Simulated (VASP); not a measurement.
GaN:

```
Ga N
1.0
    -3.54029    3.54029    2.50336
     3.54029   -3.54029    2.50336
     3.54029    3.54029   -2.50336
Ga N
4 4
Direct
  0.25000 0.12500 0.62500
  0.50000 0.62500 0.37500
  0.87500 0.50000 0.12500
  0.37500 0.75000 0.87500
  0.87500 0.75000 0.37500
  0.37500 0.50000 0.62500
  0.25000 0.62500 0.12500
  0.50000 0.12500 0.87500
```

The cell was built from a structure type or drawn by symmetry, and may not be a known phase.

| Property | Result |
| --- | --- |
| Program | VASP 6.6.1 |
| Task | relaxation of cell and atoms |
| Functional | PBE |
| Potentials or basis | VASP PAW PBE potentials, release 64 (Ga_d, N) |
| Cutoff | 600 eV |
| k mesh | 4 × 4 × 4 |
| Occupations | gaussian, width 0.1 eV |
| Spin | no spin polarisation |

At the start: pressure 20.7 GPa; volume 15.69 Å³/atom.

Where does the relaxation end?

Over 9 steps the energy falls by 143.6 meV/atom and the volume is 18.16 Å³/atom (+15.8 %); space group I-42d (No. 122, to 0.1 Å) before and after.

Step by step:
```tsv
step	energy change (eV)	largest force (eV/Å)	pressure (GPa)	volume (Å³)
1	0.0000	0.4215	20.71	125.50
2	-0.3820	0.3303	-10.12	166.06
3	-1.1375	0.1963	-0.09	145.58
4	-1.1377	0.1902	0.16	145.16
5	-1.1373	0.1983	-0.17	145.54
6	-1.1409	0.0138	-0.01	145.34
7	-1.1417	0.0117	0.01	145.34
8	-1.1442	0.0080	0.01	145.34
9	-1.1487	0.0252	-0.01	145.32
```

Final structure:
```xyz
8
Lattice="-3.6818 3.6818 2.6800 3.6818 -3.6818 2.6800 3.6818 3.6818 -2.6800" Properties=species:S:1:pos:R:3 pbc="T T T"
Ga    1.8409    2.7566   -0.6700
Ga    1.8409    0.9252    2.0100
Ga   -0.9252    1.8409    3.3500
Ga    4.6070    1.8409    0.6700
N     0.9183    1.8409    3.3500
N     2.7635    1.8409    0.6700
N     1.8409   -0.9183    2.0100
N     1.8409    4.6001   -0.6700
```

Caveat: the volume moved by over 15 % at a fixed basis, so the end points are rough.
